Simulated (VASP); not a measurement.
# HfSn3S8 in VASP: notebook, part 2 of 2

VASP 6.6.1. The steps go on from the part before.

**3. Single point, PBE**

This run uses another cell than the first one, of 24.39 Å³/atom, 0.906 times its volume.

Contents of INCAR:

```
  PREC = Accurate
  ENCUT = 520
  EDIFF = 1E-6
  ISMEAR = 0
  SIGMA = 0.1
  LREAL = F
  LASPH = T
  NELM = 60
  ALGO = Normal
  ISIF = 2
  LWAVE = F
  LCHARG = F
  GGA = PE
  NBANDS = 62
```

Contents of KPOINTS:

```
Automatic mesh
0
Gamma
  3 3 4
```

Contents of POSCAR:

```
HfSn3S8
1.0
    7.3604940600      0.0000000000      0.0000000000
   -3.6802470300      6.3743748400      0.0000000000
    0.0000000000      0.0000000000      6.2389039200
Hf Sn S
1 3 8
Direct
    0.0000000000      0.0000000000      0.0000000000
    0.5000000000      0.5000000000      0.0000000000
    0.5000000000      0.0000000000      0.0000000000
    0.0000000000      0.5000000000      0.0000000000
    0.6666666700      0.8333333300      0.2346534700
    0.6666666700      0.3333333300      0.2346534700
    0.1666666700      0.8333333300      0.2346534700
    0.1666666700      0.3333333300      0.2346534700
    0.8333333300      0.6666666700      0.7653465300
    0.8333333300      0.1666666700      0.7653465300
    0.3333333300      0.6666666700      0.7653465300
    0.3333333300      0.1666666700      0.7653465300
```

Potentials or basis: VASP PAW PBE potentials, release 64 (Hf_pv, Sn_d, S).

Run with:

```sh
$ cat potpaw_PBE.64/Hf_pv/POTCAR potpaw_PBE.64/Sn_d/POTCAR potpaw_PBE.64/S/POTCAR > POTCAR
$ mpirun -np 1 vasp_std > vasp.out
```

OUTCAR:

```text
PREC = Accurate
   ENCUT = 520
   EDIFF = 1E-6
   ISMEAR = 0
   LREAL = F
   LASPH = T
   NELM = 60
   ISIF = 2
   GGA = PE

 ion  position               nearest neighbor table
   1  0.000  0.000  0.000-   8 2.58   9 2.58   5 2.58  12 2.58  10 2.58   7 2.58   2 3.68   4 3.68
                             4 3.68   2 3.68   3 3.68   3 3.68
   2  0.500  0.500  0.000-   5 2.58  12 2.58   9 2.58   8 2.58  11 2.58   6 2.58   1 3.68   3 3.68
                             3 3.68   1 3.68   4 3.68   4 3.68
   3  0.500  0.000  0.000-   6 2.58  11 2.58  10 2.58   7 2.58   5 2.58  12 2.58   2 3.68   4 3.68
                             2 3.68   4 3.68   1 3.68   1 3.68
   4  0.000  0.500  0.000-   7 2.58  10 2.58   6 2.58  11 2.58   8 2.58   9 2.58   1 3.68   3 3.68
                             1 3.68   3 3.68   2 3.68   2 3.68
   5  0.667  0.833  0.235-   2 2.58   1 2.58   3 2.58
   6  0.667  0.333  0.235-   3 2.58   4 2.58   2 2.58
   7  0.167  0.833  0.235-   4 2.58   3 2.58   1 2.58
   8  0.167  0.333  0.235-   1 2.58   2 2.58   4 2.58
[... 209 lines left out ...]
      6     -17.5750      2.00000
[... 639 lines left out ...]
     61       9.0119      0.00000
     62       9.3556      0.00000

------------------------ aborting loop because EDIFF is reached ----------------------------------------

  FORCE on cell =-STRESS in cart. coord.  units (eV):
  Direction    XX          YY          ZZ          XY          YZ          ZX
  --------------------------------------------------------------------------------------
  -------------------------------------------------------------------------------------
  Total        2.0738539      2.0738539      2.3662148      0.0000000      0.0000000      0.0000000
  in kB       11.3510457     11.3510457     12.9512562      0.0000000      0.0000000      0.0000000
  external PRESSURE =      11.8844492 kB  Pullay stress =       0.0000000 kB

 VOLUME and BASIS-vectors are now :
 -----------------------------------------------------------------------------
  energy-cutoff  :      520.00
  volume of cell :      292.72
      direct lattice vectors                 reciprocal lattice vectors
     7.360494060  0.000000000  0.000000000     0.135860445  0.078439065  0.000000000
    -3.680247030  6.374374840  0.000000000     0.000000000  0.156878129  0.000000000
     0.000000000  0.000000000  6.238903920     0.000000000  0.000000000  0.160284565

 POSITION                                       TOTAL-FORCE (eV/Angst)
 -----------------------------------------------------------------------------------
      0.00000      0.00000      0.00000         0.000000     -0.000000     -0.000000
      1.84012      3.18719      0.00000         0.000000     -0.000000     -0.000000
      3.68025      0.00000      0.00000         0.000000     -0.000000     -0.000000
     -1.84012      3.18719      0.00000         0.000000     -0.000000     -0.000000
      1.84012      5.31198      1.46398         0.164298      0.094857      0.109892
      3.68025      2.12479      1.46398         0.000000     -0.000000      0.067506
     -1.84012      5.31198      1.46398        -0.164298      0.094857      0.109892
      0.00000      2.12479      1.46398         0.000000     -0.189715      0.109892
      3.68025      4.24958      4.77492        -0.000000      0.189715     -0.109892
      5.52037      1.06240      4.77492         0.164298     -0.094857     -0.109892
     -0.00000      4.24958      4.77492         0.000000     -0.000000     -0.067506
      1.84012      1.06240      4.77492        -0.164298     -0.094857     -0.109892
 -----------------------------------------------------------------------------------
    total drift:                               -0.000000      0.000000      0.000000

  FREE ENERGIE OF THE ION-ELECTRON SYSTEM (eV)
  ---------------------------------------------------
  free  energy   TOTEN  =       -61.9393165574 eV

  energy  without entropy=      -61.9393165573  energy(sigma->0) =      -61.93931656
```

OSZICAR:

```text
N       E                     dE             d eps       ncg     rms          rms(c)
DAV:   1     0.111118488717E+04    0.11112E+04   -0.43728E+04  1276   0.181E+03
DAV:   2     0.149857815331E+03   -0.96133E+03   -0.92502E+03  1264   0.523E+02
DAV:   3    -0.509097532934E+02   -0.20077E+03   -0.19388E+03  1476   0.194E+02
DAV:   4    -0.650309819122E+02   -0.14121E+02   -0.13934E+02  1504   0.545E+01
DAV:   5    -0.655390187392E+02   -0.50804E+00   -0.50664E+00  1560   0.110E+01    0.490E+01
DAV:   6    -0.621027486708E+02    0.34363E+01   -0.79349E+00  1724   0.137E+01    0.364E+01
DAV:   7    -0.620609670416E+02    0.41782E-01   -0.37558E+00  1696   0.727E+00    0.776E+00
DAV:   8    -0.619415648882E+02    0.11940E+00   -0.72563E-01  1656   0.423E+00    0.187E+00
DAV:   9    -0.619394285650E+02    0.21363E-02   -0.67008E-02  1488   0.936E-01    0.999E-01
DAV:  10    -0.619390598826E+02    0.36868E-03   -0.94705E-03  1632   0.391E-01    0.661E-01
DAV:  11    -0.619393066611E+02   -0.24678E-03   -0.12905E-03  1488   0.132E-01    0.179E-01
DAV:  12    -0.619393127055E+02   -0.60444E-05   -0.17219E-04  1736   0.504E-02    0.860E-02
DAV:  13    -0.619393165055E+02   -0.38000E-05   -0.67963E-05  1328   0.305E-02    0.871E-02
DAV:  14    -0.619393156626E+02    0.84290E-06   -0.15248E-05  1272   0.132E-02    0.167E-02
DAV:  15    -0.619393165574E+02   -0.89483E-06   -0.15386E-06   944   0.497E-03
   1 F= -.61939317E+02 E0= -.61939317E+02  d E =-.834560E-10
```

Wall time 7.3 min (1 thread of Intel Xeon 8259CL, shared host); peak memory 0.48 GiB.

Results:

```yaml
Free_energy: -61.9393 eV
Pressure: 1.2 GPa
Largest_force: 0.219 eV/Å
Band_gap_on_the_k_mesh: 0.86 eV, indirect (least direct gap 0.91 eV)
```

Forces on the atoms (eV/Å):
```
Hf   0.000  0.000  0.000
Sn   0.000  0.000  0.000
Sn   0.000  0.000  0.000
Sn   0.000  0.000  0.000
S    0.164  0.095  0.110
S    0.000  0.000  0.068
S   -0.164  0.095  0.110
S    0.000 -0.190  0.110
S    0.000  0.190 -0.110
S    0.164 -0.095 -0.110
S    0.000  0.000 -0.068
S   -0.164 -0.095 -0.110
```

Stress tensor (GPa, compression positive):
```
1.14 0.00 0.00
0.00 1.14 0.00
0.00 0.00 1.30
```

Caveat: spin-orbit coupling is left out, which moves the levels of the heavy elements; this functional lacks dispersion, which binds the layers, so the pressure and a relaxed spacing across them are unreliable. A k mesh can miss the band edges.

**4. Single point, PBE**

This run uses another cell than the first one, of 28.04 Å³/atom, 1.042 times its volume.

Contents of INCAR:

```
PREC = Accurate
ENCUT = 520
EDIFF = 1E-6
ISMEAR = 0
SIGMA = 0.1
LREAL = False
LASPH = True
NELM = 60
ALGO = Normal
ISIF = 2
LWAVE = False
LCHARG = False
GGA = PE
NBANDS = 62
```

Contents of KPOINTS:

```
regular mesh
0
Gamma
  2 3 3
```

Contents of POSCAR:

```
HfSn3S8
1.0
   -0.0519724129     -0.0118323317      7.0975401073
    7.4005395469     -0.0017143137     -0.0556241359
   -3.7021177103      6.4081851373      0.0194544155
Hf Sn S
1 3 8
Direct
   -0.0020087645     -0.0000514504      0.0000040233
    0.0007690270      0.4999325456      0.5001516331
    0.0003868659      0.4998910895      0.9998021837
    0.0007354786      1.0002677583      0.5001530164
    0.2077992306      0.6729632575      0.8356062122
    0.2065982340      0.6699007334      0.3339161039
    0.2077906217      0.1684978444      0.8356317685
    0.2079355372      0.1684044995      0.3309223418
    0.7920769052      0.8309361545      0.6678008851
    0.7919481098      0.8311347972      0.1650947587
    0.7939855333      0.3300127767      0.6658562625
    0.7919832215      0.3281099936      0.1650608107
```

Run with:

```sh
$ cat potpaw_PBE.64/Hf_pv/POTCAR potpaw_PBE.64/Sn_d/POTCAR potpaw_PBE.64/S/POTCAR > POTCAR
$ mpirun -np 1 vasp_std > vasp.out
```

It took 9.1 min on 1 thread of Intel Xeon 8259CL, shared host; peak memory 0.52 GiB.

The run converged. Its results:

| Property | Result |
| --- | --- |
| Free energy | -62.0080 eV |
| Pressure | -0.2 GPa |
| Largest force | 0.050 eV/Å |
| Band gap on the k mesh | 0.92 eV, indirect (least direct gap 0.96 eV) |

Forces on the atoms (eV/Å):
```
Hf   0.000 -0.001  0.006
Sn  -0.002 -0.002 -0.002
Sn   0.001 -0.001  0.002
Sn   0.001 -0.001 -0.001
S    0.032  0.019 -0.029
S    0.000  0.000 -0.003
S   -0.033  0.018 -0.029
S   -0.001 -0.037 -0.031
S    0.001  0.042  0.028
S    0.033 -0.020  0.029
S    0.000  0.002  0.003
S   -0.034 -0.019  0.028
```

Levels at points of the mesh, in eV from the valence-band top:
```
           k point  band 48  band 49  band 50  band 51  band 52  band 53
(0.00, 0.00, 0.00)    -0.17    -0.04    -0.04     0.92     0.93     1.61
(0.50, 0.00, 0.00)    -0.20    -0.04    -0.04     0.94     0.94     1.70
```

Caveat: the k points lie up to 0.44 Å⁻¹ apart; spin-orbit coupling is left out, which moves the levels of the heavy elements. A k mesh can miss the band edges.

**5. Overview**

```csv
cell,k mesh,gap on the mesh (eV),pressure (GPa),largest force (eV/Å)
"a = 6.817, b = 7.398, c = 7.398 Å, angles 120.0, 90.0, 90.0°, 12 atoms",2 × 3 × 3,0.89,-0.2,0.04
"a = 7.360, b = 7.360, c = 6.239 Å, angles 90.0, 90.0, 120.0°, 12 atoms",3 × 3 × 4,0.86,1.2,0.22
"a = 7.098, b = 7.401, c = 7.401 Å, angles 120.0, 89.7, 90.9°, 12 atoms",2 × 3 × 3,0.92,-0.2,0.05
```

Alike in all rows: task single point; level PBE; potentials or basis VASP PAW PBE potentials, release 64 (Hf_pv, Sn_d, S); no spin polarisation; cutoff (eV) 520; smearing gaussian 0.1 eV.

Caveats: some runs use coarse meshes; spin-orbit coupling is left out, which moves the levels of the heavy elements; this functional lacks dispersion, which binds the layers, so the pressure and a relaxed spacing across them are unreliable (some runs).

Total energies depend on the potentials used, so only differences within one code and one set of settings carry meaning.
